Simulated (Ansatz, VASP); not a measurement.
# AgI: VASP beside Ansatz

File INCAR:

```
PREC = Accurate ; ENCUT = 500
EDIFF = 1E-6 ; ISMEAR = 0
SIGMA = 0.05 ; LREAL = F
LASPH = T ; NELM = 120
ALGO = Normal ; ISIF = 2
LWAVE = F ; LCHARG = F
GGA = PE ; NBANDS = 16
GGA_COMPAT = F
```

Contents of KPOINTS:

```
regular mesh
0
Gamma
  10 10 10
```

The input POSCAR:

```
AgI
1.0
    0.0000000000      3.3564430741      3.3564430741
    3.3564430741      0.0000000000      3.3564430741
    3.3564430741      3.3564430741      0.0000000000
Ag I
1 1
Direct
    0.0000000000      0.0000000000      0.0000000000
    0.7500000000      0.7500000000      0.7500000000
```

Input for Ansatz:

```yaml
crystal:
  lattice:
    - [0.0, 3.3564430741, 3.3564430741]
    - [3.3564430741, 0.0, 3.3564430741]
    - [3.3564430741, 3.3564430741, 0.0]
  atoms:
    - { symbol: Ag, position: [0.0, 0.0, 0.0] }
    - { symbol: I, position: [0.75, 0.75, 0.75] }
basis:
  ecutwfc: 420
  ecutrho_ratio: 4
kpoints:
  mp_grid: { grid: [10, 10, 10] }
hamiltonian:
  xc: pbe
scf:
  occupations: { method: gaussian, width: 0.05 }
output:
  forces: true
  stress: true
  eigenvalues: true
  write_density: true
  write_potential: true
  elf: true
  volumetric_format: npy
```

Alike in both runs: task single point; functional PBE; k mesh 10 × 10 × 10; occupations gaussian, width 0.05 eV; no spin polarisation.

|  | VASP | Ansatz |
| --- | --- | --- |
| version | VASP 6.6.1 | Ansatz 0.2.0 |
| potentials or method | VASP PAW PBE potentials, release 64 (Ag, I), cutoff 500 eV | scalar-relativistic, plane waves, PAW |
| valence electrons in the cell | 18 | 36 |

|  | VASP | Ansatz | Ansatz less VASP |
| --- | --- | --- | --- |
| gap on the k mesh at the Fermi level (eV) | 1.35 | 1.35 | -0.002 |
| least direct gap on the mesh (eV) | 1.35 | 1.35 | -0.002 |
| pressure (GPa) | -0.9 | -0.9 | +0.03 |

VASP's potentials hold 18 valence electrons a cell and Ansatz's 36, so a difference there can come from the potentials and not from the codes.

Spin-orbit coupling is off throughout.
